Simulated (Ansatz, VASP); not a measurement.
**Two plane-wave programs on AlN**

INCAR

```
SYSTEM = AlN
ALGO = Normal
EDIFF = 1E-6
ENCUT = 520
GGA = PE
ISIF = 2
ISMEAR = 0
ISPIN = 2
LASPH = .True.
LCHARG = .False.
LORBIT = 11
LREAL = .False.
LWAVE = .False.
MAGMOM = 0 0 1 1
NBANDS = 20
NELM = 150
PREC = Accurate
SIGMA = 0.1
```

Contents of KPOINTS:

```
k-points
0
Gamma
  6 6 6
  0 0 0
```

Contents of POSCAR:

```
AlN
1.0
   -2.2571880000      2.2891146200      2.5075531100
    2.2571880000     -2.2891146200      2.5075531100
    2.2571880000      2.2891146200     -2.5075531100
Al N
2 2
Direct
    0.6065581900      0.3565581900      0.2500000000
    0.3934418100      0.6434418100      0.7500000000
    0.1403873200      0.8903873200      0.2500000000
    0.8596126800      0.1096126800      0.7500000000
```

Input for Ansatz:

```yaml
crystal:
  lattice:
    - [-2.257188, 2.28911462, 2.50755311]
    - [2.257188, -2.28911462, 2.50755311]
    - [2.257188, 2.28911462, -2.50755311]
  atoms:
    - { symbol: Al, position: [0.60655819, 0.35655819, 0.25] }
    - { symbol: Al, position: [0.39344181, 0.64344181, 0.75] }
    - { symbol: "N", position: [0.14038732, 0.89038732, 0.25], spin: 1.0 }
    - { symbol: "N", position: [0.85961268, 0.10961268, 0.75], spin: 1.0 }
basis:
  ecutwfc: 420
kpoints:
  mp_grid: { grid: [6, 6, 6] }
hamiltonian:
  xc: pbe
scf:
  occupations: { method: gaussian, width: 0.1 }
  lower_state_search: "off"
output:
  forces: true
  stress: true
  eigenvalues: true
  populations: true
magnetization:
  spin_polarized: true
```

Alike in both runs: task single point; functional PBE; k mesh 6 × 6 × 6; occupations gaussian, width 0.1 eV; collinear spin.

|  | VASP | Ansatz |
| --- | --- | --- |
| version | VASP 6.6.1 | Ansatz 0.2.0 |
| potentials or method | VASP PAW PBE potentials, release 64 (Al, N), cutoff 520 eV | scalar-relativistic, plane waves, PAW |
| valence electrons in the cell | 16 | 16 |

Ansatz gave:

| Property | Result |
| --- | --- |
| gap on the k mesh at the Fermi level (eV) | none |
| pressure (GPa) | -15.4 |
| traceless stress, the component that is largest in VASP (GPa) | -23.74 |
| rms of the force components (eV/Å) | 0.314 |
| net moment per atom (μB) | 0.00 |

Estimate VASP's values.

gap on the k mesh at the Fermi level (eV): none; pressure (GPa): -15.4; traceless stress, the component that is largest in VASP (GPa): -23.70; rms of the force components (eV/Å): 0.313; net moment per atom (μB): 0.00.

Atom by atom the forces differ by 0.002 eV/Å (rms over components). A gap of «none» marks a metal or a gap that the smearing closes. With one functional, cell and mesh, what is left measures potentials, basis and numerics. Ansatz's warnings: seeded moment not kept.
